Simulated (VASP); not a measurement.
## CaO: dielectric tensor with PBE

The system is CaO.

```xyz
2
Lattice="0.0000 2.6067 2.6067 2.6067 0.0000 2.6067 2.6067 2.6067 0.0000" Properties=species:S:1:pos:R:3 pbc="T T T"
Ca    0.0000    0.0000    0.0000
O     1.3034    1.3034    1.3034
```

```json
{
  "Program": "VASP 6.6.1",
  "Task": "dielectric tensor",
  "Functional": "PBE",
  "Potentials or basis": "VASP PAW PBE potentials, release 64 (Ca_sv, O)",
  "Cutoff": "520 eV",
  "k mesh": "8 × 8 × 8",
  "Occupations": "gaussian, width 0.01 eV",
  "Spin": "no spin polarisation",
  "Dipole correction": "no",
  "Further INCAR settings": "ALGO = Normal; EDIFF = 1e-08"
}
```

```
Band gap on the k mesh                  : 3.33 eV, indirect (least direct gap 3.95 eV)
Electronic dielectric tensor (diagonal) : 3.28
Born charges (mean of the diagonal)     : Ca +2.09; O -2.09 e
```

Levels at points of the mesh, in eV from the valence-band top:
```tsv
k point	band 6	band 7	band 8	band 9	band 10	band 11
(0.00, 0.00, 0.00)	-0.63	-0.63	-0.63	3.33	7.97	7.97
(0.50, 0.00, 0.00)	-1.00	-0.37	-0.37	6.14	7.88	7.88
(0.50, 0.50, 0.00)	-1.43	0.00	0.00	4.93	6.63	9.01
```

Electronic dielectric tensor:
```
3.28 0.00 0.00
0.00 3.28 0.00
0.00 0.00 3.28
```

Born effective charge tensors (e):
atom 1, Ca
```
2.09 0.00 0.00
0.00 2.09 0.00
0.00 0.00 2.09
```
atom 2, O
```
-2.09  0.00  0.00
 0.00 -2.09  0.00
 0.00  0.00 -2.09
```

Wall time 2.9 min on 1 thread of AMD EPYC 9R45 (Zen 5), on a shared host, peak memory 0.22 GiB.

A k mesh can miss the band edges. PBE gaps usually lie below the measured ones, often by a third to a half.
